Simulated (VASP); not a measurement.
# Sn3H (Pm-3m) in VASP: notebook

Runs on Sn3H. Level: PBE. Tasks: single point, relaxation of cell and atoms.

Program: VASP 6.6.1. These are calculated values, not measurements. Logs are shortened: lines on timing, memory, paths and dates and some standing lists are left out, and cuts for length are marked.

## 1. The cell of the first run

Symmetry: Pm-3m, No. 221, cubic system. Conventional cell: a = 4.627 Å, b = 4.627 Å, c = 4.627 Å, α = 90.00°, β = 90.00°, γ = 90.00°. Sn (site symmetry 4/mmm) has 8 Sn at 3.27 Å and 4 H at 3.27 Å within 4.3 Å. Within 4.3 Å of H (site symmetry m-3m) lie 12 Sn at 3.27 Å.

The cell was built from a structure type or drawn by symmetry, and may not be a known phase.

## 2. Single point, PBE

Contents of INCAR:

```
SYSTEM = Sn3H
ALGO     = Normal         ! electronic algorithm
EDIFF    = 1E-6           ! SCF threshold, eV
ENCUT    = 520            ! plane-wave cutoff, eV
GGA      = PE             ! functional
ISIF     = 2              ! what is computed and relaxed
ISMEAR   = 0              ! smearing method
LASPH    = .True.         ! aspherical terms in the spheres
LCHARG   = .False.        ! write CHGCAR
LREAL    = .False.        ! projectors in reciprocal space
LWAVE    = .False.        ! write WAVECAR
NBANDS   = 30             ! bands
NELM     = 60             ! most SCF steps
PREC     = Accurate       ! precision mode
SIGMA    = 0.1            ! smearing width, eV
```

Contents of KPOINTS:

```
k-points
0
Gamma
  4 4 4
  0 0 0
```

Contents of POSCAR:

```
Sn3H
1.0
    4.6271599200      0.0000000000      0.0000000000
    0.0000000000      4.6271599200      0.0000000000
    0.0000000000      0.0000000000      4.6271599200
Sn H
3 1
Direct
    0.0000000000      0.5000000000      0.5000000000
    0.5000000000      0.0000000000      0.5000000000
    0.5000000000      0.5000000000      0.0000000000
    0.0000000000      0.0000000000      0.0000000000
```

Potentials or basis: VASP PAW PBE potentials, release 64 (Sn_d, H).

Run with:

```bash
$ cat potpaw_PBE.64/Sn_d/POTCAR potpaw_PBE.64/H/POTCAR > POTCAR
$ mpirun -np 1 vasp_std > vasp.out
```

OUTCAR:

```text
SYSTEM = Sn3H
   EDIFF = 1E-6
   ENCUT = 520
   GGA = PE
   ISIF = 2
   ISMEAR = 0
   LASPH = .True.
   LREAL = .False.
   NELM = 60
   PREC = Accurate

 ion  position               nearest neighbor table
   1  0.000  0.500  0.500-   2 3.27   3 3.27   3 3.27   2 3.27   2 3.27   3 3.27   3 3.27   2 3.27

   2  0.500  0.000  0.500-   1 3.27   3 3.27   3 3.27   1 3.27   3 3.27   3 3.27   1 3.27   1 3.27

   3  0.500  0.500  0.000-   1 3.27   2 3.27   1 3.27   2 3.27   2 3.27   2 3.27   1 3.27   1 3.27

   4  0.000  0.000  0.000-

  LATTYP: Found a simple cubic cell.
 ALAT       =     4.6271599200

  Lattice vectors:

 A1 = (   4.6271599200,   0.0000000000,   0.0000000000)
 A2 = (   0.0000000000,   4.6271599200,   0.0000000000)
 A3 = (   0.0000000000,   0.0000000000,   4.6271599200)

Analysis of symmetry for initial positions (statically):
=====================================================================
 Subroutine PRICEL returns:
 Original cell was already a primitive cell.

 Routine SETGRP: Setting up the symmetry group for a
 simple cubic supercell.

 Subroutine GETGRP returns: Found 48 space group operations
 (whereof 48 operations were pure point group operations)
 out of a pool of 48 trial point group operations.

The static configuration has the point symmetry O_h .

Analysis of symmetry for dynamics (positions and initial velocities):
=====================================================================
 Subroutine PRICEL returns:
 Original cell was already a primitive cell.

 Routine SETGRP: Setting up the symmetry group for a
 simple cubic supercell.

 Subroutine GETGRP returns: Found 48 space group operations
 (whereof 48 operations were pure point group operations)
 out of a pool of 48 trial point group operations.

The dynamic configuration has the point symmetry O_h .

 Subroutine INISYM returns: Found 48 space group operations
 (whereof 48 operations are pure point group operations),
 and found     1 'primitive' translations

----------------------------------------------------------------------------------------

                                     Primitive cell

  volume of cell :      99.0703

  direct lattice vectors                    reciprocal lattice vectors
     4.627159920  0.000000000  0.000000000     0.216115288  0.000000000  0.000000000
     0.000000000  4.627159920  0.000000000     0.000000000  0.216115288  0.000000000
     0.000000000  0.000000000  4.627159920     0.000000000  0.000000000  0.216115288

  length of vectors
     4.627159920  4.627159920  4.627159920     0.216115288  0.216115288  0.216115288

  position of ions in fractional coordinates (direct lattice)
     0.000000000  0.500000000  0.500000000
     0.500000000  0.000000000  0.500000000
     0.500000000  0.500000000  0.000000000
     0.000000000  0.000000000  0.000000000

  ion indices of the primitive-cell ions
   primitive index   ion index
                 1           1
                 2           2
                 3           3
                 4           4

----------------------------------------------------------------------------------------

 KPOINTS: k-points

Automatic generation of k-mesh.
 Grid dimensions read from file:
 generate k-points for:    4    4    4

 Generating k-lattice:

  Cartesian coordinates                     Fractional coordinates (reciprocal lattice)
     0.054028822  0.000000000  0.000000000     0.250000000  0.000000000  0.000000000
     0.000000000  0.054028822  0.000000000     0.000000000  0.250000000  0.000000000
     0.000000000  0.000000000  0.054028822     0.000000000  0.000000000  0.250000000

  Length of vectors
     0.054028822  0.054028822  0.054028822

  Shift w.r.t. Gamma in fractional coordinates (k-lattice)
     0.000000000  0.000000000  0.000000000

 Subroutine IBZKPT returns following result:
 ===========================================

 Found     10 irreducible k-points:

 Following reciprocal coordinates:
            Coordinates               Weight
  0.000000  0.000000  0.000000      1.000000
  0.250000  0.000000  0.000000      6.000000
  0.500000  0.000000  0.000000      3.000000
  0.250000  0.250000  0.000000     12.000000
  0.500000  0.250000  0.000000     12.000000
  0.500000  0.500000  0.000000      3.000000
  0.250000  0.250000  0.250000      8.000000
  0.500000  0.250000  0.250000     12.000000
  0.500000  0.500000  0.250000      6.000000
  0.500000  0.500000  0.500000      1.000000
   k-points           NKPTS =     10   k-points in BZ     NKDIM =     10   number of bands    NBANDS=     30
   number of dos      NEDOS =    301   number of ions     NIONS =      4
   total plane-waves  NPLWV =  46656
   dimension x,y,z NGX =    36 NGY =   36 NGZ =   36
   dimension x,y,z NGXF=    72 NGYF=   72 NGZF=   72
   ions per type =               3   1
   NGX,Y,Z   is equivalent  to a cutoff of  12.93, 12.93, 12.93 a.u.
   NGXF,Y,Z  is equivalent  to a cutoff of  25.87, 25.87, 25.87 a.u.
 SYSTEM =  Sn3H
   PREC   = accura    normal or accurate (medium, high low for compatibility)
   ISTART =      0    job   : 0-new  1-cont  2-samecut
   ICHARG =      2    charge: 1-file 2-atom 10-const
   ISPIN  =      1    spin polarized calculation?
   LNONCOLLINEAR =      F non collinear calculations
   LSORBIT =      F    spin-orbit coupling
   LASPH  =      T    aspherical Exc in radial PAW
   ENCUT  =  520.0 eV  38.22 Ry    6.18 a.u.   8.60  8.60  8.60*2*pi/ulx,y,z
   NELM   =     60;   NELMIN=  2; NELMDL= -5     # of ELM steps
   EDIFF  = 0.1E-05   stopping-criterion for ELM
   LREAL  =      F    real-space projection
   EDIFFG = 0.1E-04   stopping-criterion for IOM
   NSW    =      0    number of steps for IOM
   IBRION =     -1    ionic relax: 0-MD 1-quasi-New 2-CG
   NFREE  =      0    steps in history (QN), initial steepest desc. (CG)
   ISIF   =      2    stress and relaxation
   ISYM   =      2    0-nonsym 1-usesym 2-fastsym
   POTIM  = 0.5000    time-step for ionic-motion
   TEBEG  =    0.0;   TEEND  =   0.0 temperature during run
   PSTRESS=    0.0 pullay stress
   NELECT =      43.0000    total number of electrons
   NUPDOWN=      -1.0000    fix difference up-down
   EMIN   =  10.00;   EMAX   =-10.00  energy-range for DOS
   EFERMI =   0.00;   METHOD = LEGACY
   ISMEAR =     0;   SIGMA  =   0.10  broadening in eV -4-tet -1-fermi 0-gaus
   EFERMI_NEDOS =   21; number of points for ismear=-14 and -15
   IALGO  =     38    algorithm
   IMIX   =      4    mixing-type and parameters
     AMIX     =   0.40;   BMIX     =  1.00
     AMIX_MAG =   1.60;   BMIX_MAG =  1.00
  volume/ion in A,a.u.               =      24.77       167.14
  Fermi-wavevector in a.u.,A,eV,Ry     =   1.239509  2.342333 20.903766  1.536383
  Thomas-Fermi vector in A             =   2.373990
   LORBIT       =      0    0 simple, 1 ext, 2 COOP (PROOUT), +10 PAW based schemes
   GGA     = PE    functional components
   LHFCALC =     F    Hartree Fock is set to
   AEXX    =    0.0000 exact exchange contribution
   IVDW    =     0    specifies the selected vdW correction
   LEPSILON=     F    determine dielectric tensor
   LRPA    =     F    only Hartree local field effects (RPA)
 non-spin polarized calculation
 Gauss-broadening in eV      SIGMA  =   0.10
  energy-cutoff  :      520.00
  volume of cell :       99.07
 maximum number of plane-waves:      2721
 NGX is ok and might be reduce to    36
   NGX = 17   NGY = 17   NGZ = 17

 number of electron      42.9999988 magnetization

 Free energy of the ion-electron system (eV)
  ---------------------------------------------------
  ext. energy  EPLUGINS =         0.00000000
  ---------------------------------------------------
  free energy    TOTEN  =       -12.93879228 eV

  energy without entropy =      -12.91835886  energy(sigma->0) =      -12.92857557

 E-fermi :   5.9082     XC(G=0):  -9.6259

 val. band max:        5.8863842307   @ k =   0.5000   0.2500   0.0000
 cond. band min:       5.9293081049   @ k =   0.5000   0.2500   0.2500
 fundamental gap:      0.0429238742
 Fermi energy:         5.9081588035

 k-point     1 :       0.0000    0.0000    0.0000
  band No.  band energies     occupation
      1     -15.6751      2.00000
      2     -15.6751      2.00000
      3     -15.6751      2.00000
      4     -15.6267      2.00000
      5     -15.6105      2.00000
      6     -15.6105      2.00000
[... 22 lines left out ...]
     29      11.2107      0.00000
     30      13.3767      0.00000

 k-point     2 :       0.2500    0.0000    0.0000
  band No.  band energies     occupation
      1     -15.6695      2.00000
      2     -15.6359      2.00000
      3     -15.6359      2.00000
      4     -15.6086      2.00000
      5     -15.6012      2.00000
      6     -15.5891      2.00000
[... 22 lines left out ...]
     29      12.4346      0.00000
     30      13.6822      0.00000

 k-point     3 :       0.5000    0.0000    0.0000
  band No.  band energies     occupation
      1     -15.6636      2.00000
      2     -15.6060      2.00000
      3     -15.5632      2.00000
      4     -15.5615      2.00000
      5     -15.5615      2.00000
      6     -15.5556      2.00000
[... 22 lines left out ...]
     29      13.1525      0.00000
     30      14.2437      0.00000

 k-point     4 :       0.2500    0.2500    0.0000
  band No.  band energies     occupation
      1     -15.6402      2.00000
      2     -15.6320      2.00000
      3     -15.6211      2.00000
      4     -15.5977      2.00000
      5     -15.5785      2.00000
      6     -15.5630      2.00000
[... 154 lines left out ...]
     29      12.9254      0.00000
     30      14.1022      0.00000

 k-point     9 :       0.5000    0.5000    0.2500
  band No.  band energies     occupation
      1     -15.6134      2.00000
      2     -15.6134      2.00000
      3     -15.5940      2.00000
      4     -15.5902      2.00000
      5     -15.5850      2.00000
      6     -15.5780      2.00000
[... 22 lines left out ...]
     29      13.1540      0.00000
     30      15.6269      0.00000

 k-point    10 :       0.5000    0.5000    0.5000
  band No.  band energies     occupation
      1     -15.6159      2.00000
      2     -15.6159      2.00000
      3     -15.6159      2.00000
      4     -15.6077      2.00000
      5     -15.5999      2.00000
      6     -15.5999      2.00000
[... 22 lines left out ...]
     29      14.3209      0.00000
     30      17.1486      0.00000

------------------------ aborting loop because EDIFF is reached ----------------------------------------

  FORCE on cell =-STRESS in cart. coord.  units (eV):
  Direction    XX          YY          ZZ          XY          YZ          ZX
  --------------------------------------------------------------------------------------
  -------------------------------------------------------------------------------------
  Total       -1.8287959     -1.8287959     -1.8287959     -0.0000000      0.0000000      0.0000000
  in kB      -29.5755138    -29.5755138    -29.5755138     -0.0000000      0.0000000      0.0000000
  external PRESSURE =     -29.5755138 kB  Pullay stress =       0.0000000 kB

 VOLUME and BASIS-vectors are now :
 -----------------------------------------------------------------------------
  energy-cutoff  :      520.00
  volume of cell :       99.07
      direct lattice vectors                 reciprocal lattice vectors
     4.627159920  0.000000000  0.000000000     0.216115288  0.000000000  0.000000000
     0.000000000  4.627159920  0.000000000     0.000000000  0.216115288  0.000000000
     0.000000000  0.000000000  4.627159920     0.000000000  0.000000000  0.216115288

 POSITION                                       TOTAL-FORCE (eV/Angst)
 -----------------------------------------------------------------------------------
      0.00000      2.31358      2.31358         0.000000      0.000000      0.000000
      2.31358      0.00000      2.31358         0.000000      0.000000      0.000000
      2.31358      2.31358      0.00000         0.000000      0.000000      0.000000
      0.00000      0.00000      0.00000         0.000000      0.000000      0.000000
 -----------------------------------------------------------------------------------
    total drift:                                0.000000      0.000000      0.000000

  FREE ENERGIE OF THE ION-ELECTRON SYSTEM (eV)
  ---------------------------------------------------
  free  energy   TOTEN  =       -12.9387922790 eV

  energy  without entropy=      -12.9183588619  energy(sigma->0) =      -12.92857557
```

It took 34 s on 1 thread of Intel Xeon 8259CL, shared host; peak memory 0.2 GiB.

Results:

```
Free energy            : -12.9388 eV
Pressure               : -3.0 GPa
Band gap on the k mesh : zero (an odd number of electrons rules out a gap without spin polarisation)
```

Levels at points of the mesh, in eV from the Fermi level:
| k point | band 18 | band 19 | band 20 | band 21 | band 22 | band 23 | band 24 | band 25 |
| --- | --- | --- | --- | --- | --- | --- | --- | --- |
| (0.00, 0.00, 0.00) | -4.17 | -2.45 | -2.45 | -2.45 | -1.41 | 3.15 | 3.15 | 3.15 |
| (0.50, 0.00, 0.00) | -3.81 | -1.49 | -1.27 | -1.27 | 0.61 | 0.61 | 0.96 | 1.32 |
| (0.50, 0.50, 0.00) | -7.09 | -4.11 | -0.16 | 0.47 | 0.47 | 1.05 | 1.05 | 1.65 |
| (0.50, 0.50, 0.50) | -6.39 | -4.74 | -2.87 | -2.87 | -2.87 | -2.10 | 6.69 | 6.69 |

Caveat: spin-orbit coupling is left out, which moves the levels of the heavy elements.

## 3. Single point, PBE

This run uses another cell than the first one, of 23.13 Å³/atom.

Contents of INCAR:

```
SYSTEM = Sn3H
PREC     = Accurate       ! precision mode
ENCUT    = 520            ! plane-wave cutoff, eV
EDIFF    = 1E-6           ! SCF threshold, eV
ISMEAR   = 0              ! smearing method
SIGMA    = 0.1            ! smearing width, eV
LREAL    = .FALSE.        ! projectors in reciprocal space
LASPH    = .TRUE.         ! aspherical terms in the spheres
NELM     = 80             ! most SCF steps
ALGO     = Normal         ! electronic algorithm
ISIF     = 2              ! what is computed and relaxed
LWAVE    = .FALSE.        ! write WAVECAR
LCHARG   = .FALSE.        ! write CHGCAR
GGA      = PE             ! functional
NBANDS   = 30             ! bands
```

Contents of KPOINTS:

```
regular mesh
0
G
  10 10 10
  0 0 0
```

Contents of POSCAR:

```
Sn3H
1.0
    4.5226496337      0.0000000000      0.0000000000
    0.0000000000      4.5226496337      0.0000000000
    0.0000000000      0.0000000000      4.5226496337
Sn H
3 1
Direct
    0.0000000000      0.5000000000      0.5000000000
    0.5000000000      0.0000000000      0.5000000000
    0.5000000000      0.5000000000      0.0000000000
    0.0000000000      0.0000000000      0.0000000000
```

Potentials or basis: VASP PAW PBE potentials, release 64 (Sn_d, H).

Run with:

```bash
$ cat potpaw_PBE.64/Sn_d/POTCAR potpaw_PBE.64/H/POTCAR > POTCAR
$ mpirun -np 1 vasp_std > vasp.out
```

OUTCAR:

```text
SYSTEM = Sn3H
   PREC = Accurate
   ENCUT = 520
   EDIFF = 1E-6
   ISMEAR = 0
   LREAL = .FALSE.
   LASPH = .TRUE.
   NELM = 80
   ISIF = 2
   GGA = PE

 ion  position               nearest neighbor table
   1  0.000  0.500  0.500-   2 3.20   3 3.20   3 3.20   2 3.20   2 3.20   3 3.20   3 3.20   2 3.20

   2  0.500  0.000  0.500-   1 3.20   3 3.20   3 3.20   1 3.20   3 3.20   3 3.20   1 3.20   1 3.20

   3  0.500  0.500  0.000-   1 3.20   2 3.20   1 3.20   2 3.20   2 3.20   2 3.20   1 3.20   1 3.20

   4  0.000  0.000  0.000-

[... 993 lines left out ...]
  --------------------------------------------------------------------------------------
  -------------------------------------------------------------------------------------
  Total       -0.0431403     -0.0431403     -0.0431403      0.0000000     -0.0000000      0.0000000
  in kB       -0.7471614     -0.7471614     -0.7471614      0.0000000     -0.0000000      0.0000000
  external PRESSURE =      -0.7471614 kB  Pullay stress =       0.0000000 kB

 VOLUME and BASIS-vectors are now :
 -----------------------------------------------------------------------------
  energy-cutoff  :      520.00
  volume of cell :       92.51
      direct lattice vectors                 reciprocal lattice vectors
     4.522649634  0.000000000  0.000000000     0.221109323  0.000000000  0.000000000
     0.000000000  4.522649634  0.000000000     0.000000000  0.221109323  0.000000000
     0.000000000  0.000000000  4.522649634     0.000000000  0.000000000  0.221109323

 POSITION                                       TOTAL-FORCE (eV/Angst)
 -----------------------------------------------------------------------------------
      0.00000      2.26132      2.26132         0.000000      0.000000      0.000000
      2.26132      0.00000      2.26132         0.000000      0.000000      0.000000
      2.26132      2.26132      0.00000         0.000000      0.000000      0.000000
      0.00000      0.00000      0.00000         0.000000      0.000000      0.000000
 -----------------------------------------------------------------------------------
    total drift:                                0.000000      0.000000      0.000000

  FREE ENERGIE OF THE ION-ELECTRON SYSTEM (eV)
  ---------------------------------------------------
  free  energy   TOTEN  =       -12.9078205619 eV

  energy  without entropy=      -12.8933726723  energy(sigma->0) =      -12.90059662
```

stdout:

```text
POSCAR found type information on POSCAR SnH
 POSCAR found :  2 types and       4 ions
 scaLAPACK will be used
 LDA part: xc-table for (Slater+PW92), standard interpolation
 POSCAR, INCAR and KPOINTS ok, starting setup
 FFT: planning ... GRIDC
 FFT: planning ... GRID_SOFT
 FFT: planning ... GRID
 WAVECAR not read
 entering main loop
```

Run time: 2.7 min. Hardware: 1 thread of Intel Xeon 8259CL, shared host; peak memory 0.28 GiB.

Results:

```
Free energy            : -12.9078 eV
Pressure               : -0.1 GPa
Band gap on the k mesh : zero (an odd number of electrons rules out a gap without spin polarisation)
```

Caveat: spin-orbit coupling is left out, which moves the levels of the heavy elements.

[end of part 1 of 3]
